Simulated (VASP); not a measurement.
# ZrB (Pm-3m) in VASP: further runs

ZrB is run at these levels: PBE; tasks: single point, relaxation of cell and atoms.

All numbers are computed with VASP 6.6.1; they aren't measurements. Logs are shortened: lines on timing, memory, paths and dates and some standing lists are left out, and cuts for length are marked.

**1. The cell of the first run**

The structure is cubic, space group Pm-3m (No. 221). Conventional cell: a = 3.026 Å, b = 3.026 Å, c = 3.026 Å, α = 90.00°, β = 90.00°, γ = 90.00°. Zr (site symmetry m-3m) has 8 B at 2.62 Å and 6 Zr at 3.03 Å within 3.5 Å. B (site symmetry m-3m) has 8 Zr at 2.62 Å and 6 B at 3.03 Å within 3.5 Å.

**2. Single point, PBE**

Contents of INCAR:

```
SYSTEM = ZrB
PREC = Accurate
ENCUT = 520
EDIFF = 1E-6
ISMEAR = 0
SIGMA = 0.1
LREAL = .FALSE.
LASPH = .TRUE.
NELM = 60
ALGO = Normal
ISIF = 2
LWAVE = .FALSE.
LCHARG = .FALSE.
GGA = PE
NBANDS = 14
```

Contents of KPOINTS:

```
regular mesh
0
G
  6 6 6
  0 0 0
```

Contents of POSCAR:

```
ZrB
1.0
    3.0259170231      0.0000000000      0.0000000000
    0.0000000000      3.0259170231      0.0000000000
    0.0000000000      0.0000000000      3.0259170231
Zr B
1 1
Direct
    0.0000000000      0.0000000000      0.0000000000
    0.5000000000      0.5000000000      0.5000000000
```

Potentials or basis: VASP PAW PBE potentials, release 64 (Zr_sv, B).

The run is started by

```console
$ cat potpaw_PBE.64/Zr_sv/POTCAR potpaw_PBE.64/B/POTCAR > POTCAR
$ mpirun -np 1 vasp_std > vasp.out
```

OUTCAR:

```text
SYSTEM = ZrB
   PREC = Accurate
   ENCUT = 520
   EDIFF = 1E-6
   ISMEAR = 0
   LREAL = .FALSE.
   LASPH = .TRUE.
   NELM = 60
   ISIF = 2
   GGA = PE

 ion  position               nearest neighbor table
   1  0.000  0.000  0.000-   2 2.62   2 2.62   2 2.62   2 2.62   2 2.62   2 2.62   2 2.62   2 2.62

   2  0.500  0.500  0.500-   1 2.62   1 2.62   1 2.62   1 2.62   1 2.62   1 2.62   1 2.62   1 2.62

  LATTYP: Found a simple cubic cell.
 ALAT       =     3.0259170231

  Lattice vectors:

 A1 = (   3.0259170231,   0.0000000000,   0.0000000000)
 A2 = (   0.0000000000,   3.0259170231,   0.0000000000)
 A3 = (   0.0000000000,   0.0000000000,   3.0259170231)

Analysis of symmetry for initial positions (statically):
=====================================================================
 Subroutine PRICEL returns:
 Original cell was already a primitive cell.

 Routine SETGRP: Setting up the symmetry group for a
 simple cubic supercell.

 Subroutine GETGRP returns: Found 48 space group operations
 (whereof 48 operations were pure point group operations)
 out of a pool of 48 trial point group operations.

The static configuration has the point symmetry O_h .

Analysis of symmetry for dynamics (positions and initial velocities):
=====================================================================
 Subroutine PRICEL returns:
 Original cell was already a primitive cell.

 Routine SETGRP: Setting up the symmetry group for a
 simple cubic supercell.

 Subroutine GETGRP returns: Found 48 space group operations
 (whereof 48 operations were pure point group operations)
 out of a pool of 48 trial point group operations.

The dynamic configuration has the point symmetry O_h .

 Subroutine INISYM returns: Found 48 space group operations
 (whereof 48 operations are pure point group operations),
 and found     1 'primitive' translations

----------------------------------------------------------------------------------------

                                     Primitive cell

  volume of cell :      27.7058

  direct lattice vectors                    reciprocal lattice vectors
     3.025917023  0.000000000  0.000000000     0.330478329  0.000000000  0.000000000
     0.000000000  3.025917023  0.000000000     0.000000000  0.330478329  0.000000000
     0.000000000  0.000000000  3.025917023     0.000000000  0.000000000  0.330478329

  length of vectors
     3.025917023  3.025917023  3.025917023     0.330478329  0.330478329  0.330478329

  position of ions in fractional coordinates (direct lattice)
     0.000000000  0.000000000  0.000000000
     0.500000000  0.500000000  0.500000000

  ion indices of the primitive-cell ions
   primitive index   ion index
                 1           1
[... 82 lines left out ...]
   EFERMI =   0.00;   METHOD = LEGACY
   ISMEAR =     0;   SIGMA  =   0.10  broadening in eV -4-tet -1-fermi 0-gaus
   EFERMI_NEDOS =   21; number of points for ismear=-14 and -15
   IALGO  =     38    algorithm
   IMIX   =      4    mixing-type and parameters
     AMIX     =   0.40;   BMIX     =  1.00
     AMIX_MAG =   1.60;   BMIX_MAG =  1.00
  volume/ion in A,a.u.               =      13.85        93.48
  Fermi-wavevector in a.u.,A,eV,Ry     =   1.334284  2.521431 24.222635  1.780313
  Thomas-Fermi vector in A             =   2.463077
   LORBIT       =      0    0 simple, 1 ext, 2 COOP (PROOUT), +10 PAW based schemes
   GGA     = PE    functional components
   LHFCALC =     F    Hartree Fock is set to
   AEXX    =    0.0000 exact exchange contribution
   IVDW    =     0    specifies the selected vdW correction
   LEPSILON=     F    determine dielectric tensor
   LRPA    =     F    only Hartree local field effects (RPA)
 non-spin polarized calculation
 Gauss-broadening in eV      SIGMA  =   0.10
  energy-cutoff  :      520.00
  volume of cell :       27.71
 maximum number of plane-waves:       768
 NGX is ok and might be reduce to    24
   NGX = 11   NGY = 11   NGZ = 11

 number of electron      14.9999999 magnetization

 Free energy of the ion-electron system (eV)
  ---------------------------------------------------
  ext. energy  EPLUGINS =         0.00000000
  ---------------------------------------------------
  free energy    TOTEN  =       -14.94957000 eV

  energy without entropy =      -14.93575143  energy(sigma->0) =      -14.94266071

 E-fermi :   9.5734     XC(G=0): -11.8375

 val. band max:        9.5635867766   @ k =   0.3333   0.0000   0.0000
 cond. band min:       9.5798609467   @ k =   0.3333   0.3333   0.3333
 fundamental gap:      0.0162741701
 Fermi energy:         9.5733965810

 k-point     1 :       0.0000    0.0000    0.0000
  band No.  band energies     occupation
      1     -39.1958      2.00000
      2     -16.8351      2.00000
      3     -16.8351      2.00000
      4     -16.8351      2.00000
      5      -0.2025      2.00000
      6       7.5677      2.00000
      7       7.5677      2.00000
      8      11.9513      0.00000
      9      11.9513      0.00000
     10      11.9513      0.00000
     11      14.0114      0.00000
     12      14.0114      0.00000
     13      14.0114      0.00000
     14      19.8777      0.00000
[... 309 lines left out ...]
      1     -38.9147      2.00000
      2     -17.4739      2.00000
      3     -17.4739      2.00000
      4     -17.4739      2.00000
      5       4.8245      2.00000
      6       4.8245      2.00000
      7       4.8245      2.00000
      8       6.4051      2.00000
      9      16.2579      0.00000
     10      16.2579      0.00000
     11      17.1810      0.00000
     12      17.1810      0.00000
     13      17.1810      0.00000
     14      18.7555      0.00000

------------------------ aborting loop because EDIFF is reached ----------------------------------------

  FORCE on cell =-STRESS in cart. coord.  units (eV):
  Direction    XX          YY          ZZ          XY          YZ          ZX
  --------------------------------------------------------------------------------------
  -------------------------------------------------------------------------------------
  Total        0.0426149      0.0426149      0.0426149     -0.0000000     -0.0000000     -0.0000000
  in kB        2.4643417      2.4643417      2.4643417     -0.0000000     -0.0000000     -0.0000000
  external PRESSURE =       2.4643417 kB  Pullay stress =       0.0000000 kB

 VOLUME and BASIS-vectors are now :
 -----------------------------------------------------------------------------
  energy-cutoff  :      520.00
  volume of cell :       27.71
      direct lattice vectors                 reciprocal lattice vectors
     3.025917023  0.000000000  0.000000000     0.330478329  0.000000000  0.000000000
     0.000000000  3.025917023  0.000000000     0.000000000  0.330478329  0.000000000
     0.000000000  0.000000000  3.025917023     0.000000000  0.000000000  0.330478329

 POSITION                                       TOTAL-FORCE (eV/Angst)
 -----------------------------------------------------------------------------------
      0.00000      0.00000      0.00000         0.000000      0.000000      0.000000
      1.51296      1.51296      1.51296         0.000000      0.000000      0.000000
 -----------------------------------------------------------------------------------
    total drift:                                0.000000      0.000000      0.000000

  FREE ENERGIE OF THE ION-ELECTRON SYSTEM (eV)
  ---------------------------------------------------
  free  energy   TOTEN  =       -14.9495699998 eV

  energy  without entropy=      -14.9357514294  energy(sigma->0) =      -14.94266071
```

OSZICAR:

```text
N       E                     dE             d eps       ncg     rms          rms(c)
DAV:   1     0.967329878781E+02    0.96733E+02   -0.79603E+03   560   0.104E+03
DAV:   2    -0.134439159529E+02   -0.11018E+03   -0.10474E+03   710   0.281E+02
DAV:   3    -0.167077904459E+02   -0.32639E+01   -0.32355E+01   872   0.419E+01
DAV:   4    -0.167430936911E+02   -0.35303E-01   -0.35269E-01   648   0.427E+00
DAV:   5    -0.167446678409E+02   -0.15741E-02   -0.15741E-02   834   0.439E-01    0.156E+01
DAV:   6    -0.149779509038E+02    0.17667E+01   -0.30267E+00   608   0.151E+01    0.562E+00
DAV:   7    -0.149521059468E+02    0.25845E-01   -0.23403E-01   656   0.349E+00    0.394E+00
DAV:   8    -0.149498794711E+02    0.22265E-02   -0.36319E-02   736   0.167E+00    0.582E-01
DAV:   9    -0.149494298687E+02    0.44960E-03   -0.26547E-03   688   0.342E-01    0.188E-01
DAV:  10    -0.149495839840E+02   -0.15412E-03   -0.49257E-04   636   0.242E-01    0.243E-02
DAV:  11    -0.149495711673E+02    0.12817E-04   -0.24723E-05   734   0.539E-02    0.913E-03
DAV:  12    -0.149495701139E+02    0.10534E-05   -0.15892E-06   564   0.122E-02    0.437E-03
DAV:  13    -0.149495699998E+02    0.11411E-06   -0.22749E-07   376   0.362E-03
   1 F= -.14949570E+02 E0= -.14942661E+02  d E =-.138186E-01
```

Wall time 6.7 s (1 thread of Intel Xeon Platinum 8375C at 2.90GHz (Ice Lake), shared host); peak memory 0.13 GiB.

Results:

```yaml
Free_energy: -14.9496 eV
Pressure: 0.2 GPa
```

**3. Relaxation of cell and atoms, PBE**

This run uses another cell than the first one, of 12.75 Å³/atom, 0.920 times its volume.

Contents of INCAR:

```
ALGO = Normal
EDIFF = 1E-6
EDIFFG = -0.04
ENCUT = 600
GGA = PE
IBRION = 2
ISIF = 3
ISMEAR = 0
LASPH = T
LCHARG = F
LREAL = F
LWAVE = F
NELM = 60
NSW = 90
PREC = Accurate
SIGMA = 0.1
```

Contents of KPOINTS:

```
k-points
0
Gamma
  6 6 6
```

Contents of POSCAR:

```
ZrB
1.0
    2.9432651143      0.0000000000      0.0000000000
    0.0000000000      2.9432651143      0.0000000000
    0.0000000000      0.0000000000      2.9432651143
Zr B
1 1
Direct
    0.0000000000      0.0000000000      0.0000000000
    0.5000000000      0.5000000000      0.5000000000
```

Potentials or basis: VASP PAW PBE potentials, release 64 (Zr_sv, B).

The run is started by

```console
$ cat potpaw_PBE.64/Zr_sv/POTCAR potpaw_PBE.64/B/POTCAR > POTCAR
$ mpirun -np 1 vasp_std > vasp.out
```

Run time: 11 s. Hardware: 1 thread of Intel Xeon Platinum 8375C at 2.90GHz (Ice Lake), shared host; peak memory 0.14 GiB.

It converged, with:

* Free energy: -14.9488 eV
* Relaxed volume: 13.89 Å³/atom
* Relaxed cell: a = 3.029 Å, b = 3.029 Å, c = 3.029 Å, α = 90.00°, β = 90.00°, γ = 90.00°
* Space group after relaxing (to 0.05 Å): Pm-3m (No. 221)
* Energy gained by relaxing: 49.1 meV/atom
* Ionic steps: 3
* Pressure after relaxing: -0.2 GPa

The path:
```csv
step,energy change (eV),largest force (eV/Å),pressure (GPa),volume (Å³)
1,0.0000,0.0000,15.08,25.50
2,-0.0114,0.0000,-10.70,30.18
3,-0.0982,0.0000,-0.16,27.78
```

Final structure:
```
Zr B
1.0
     3.02854    0.00000    0.00000
     0.00000    3.02854    0.00000
     0.00000    0.00000    3.02854
Zr B
1 1
Direct
  0.00000 0.00000 0.00000
  0.50000 0.50000 0.50000
```

Levels at points of the mesh, in eV from the Fermi level:
```
           k point  band 5  band 6  band 7  band 8  band 9  band 10
(0.00, 0.00, 0.00)   -9.76   -2.00   -2.00    2.37    2.37     2.37
(0.50, 0.00, 0.00)   -6.35   -5.41   -0.98   -0.49   -0.49     4.84
(0.50, 0.50, 0.00)   -7.24   -1.77   -1.77   -0.98    2.09     2.09
(0.50, 0.50, 0.50)   -4.73   -4.73   -4.73   -3.17    6.66     6.66
```
